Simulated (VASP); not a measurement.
Here is a VASP 6.6.1 calculation.

File POSCAR:

```
Nb
1.0
    0.0000000000      2.0495162343      2.0495162343
    2.0495162343      0.0000000000      2.0495162343
    2.0495162343      2.0495162343      0.0000000000
Nb
1
Direct
    0.0000000000      0.0000000000      0.0000000000
```

Contents of INCAR.step1:

```
PREC     = Accurate       # precision mode
ENCUT    = 520            # plane-wave cutoff, eV
ISMEAR   = -1             # smearing method
SIGMA    = 0.1            # smearing width, eV
LREAL    = False          # projectors in reciprocal space
LASPH    = True           # aspherical terms in the spheres
NELM     = 60             # most SCF steps
NBANDS   = 12             # bands
GGA      = PE             # functional
ALGO     = Normal         # electronic algorithm
EDIFF    = 1E-4           # SCF threshold, eV
LWAVE    = True           # write WAVECAR
LCHARG   = False          # write CHGCAR
```

INCAR.step2

```
PREC     = Accurate       # precision mode
ENCUT    = 520            # plane-wave cutoff, eV
EDIFF    = 1E-6           # SCF threshold, eV
ISMEAR   = -1             # smearing method
SIGMA    = 0.1            # smearing width, eV
LREAL    = False          # projectors in reciprocal space
LASPH    = True           # aspherical terms in the spheres
NELM     = 60             # most SCF steps
ALGO     = Normal         # electronic algorithm
ISIF     = 2              # what is computed and relaxed
LWAVE    = False          # write WAVECAR
LCHARG   = False          # write CHGCAR
METAGGA  = R2SCAN         # meta-GGA
LMIXTAU  = True         
NBANDS   = 12             # bands
ISTART   = 1
```

KPOINTS

```
regular mesh
0
Gamma
  14 14 14
```

Potentials or basis: VASP PAW PBE potentials, release 64 (Nb_sv).

Run with:

```bash
$ cat potpaw_PBE.64/Nb_sv/POTCAR > POTCAR
$ cp INCAR.step1 INCAR
$ mpirun -np 1 vasp_std > vasp.out
$ cp INCAR.step2 INCAR
$ mpirun -np 1 vasp_std > vasp.out
```

**Question.** What does it give for the band gap on the k mesh?

**Answer.** Zero (an odd number of electrons rules out a gap without spin polarisation).

**Question.** Predict the pressure.

**Answer.** 15.7 GPa.

Caveat: the cell stands under pressure; the PAW data sets were made with another functional, which shifts forces and pressure a little.
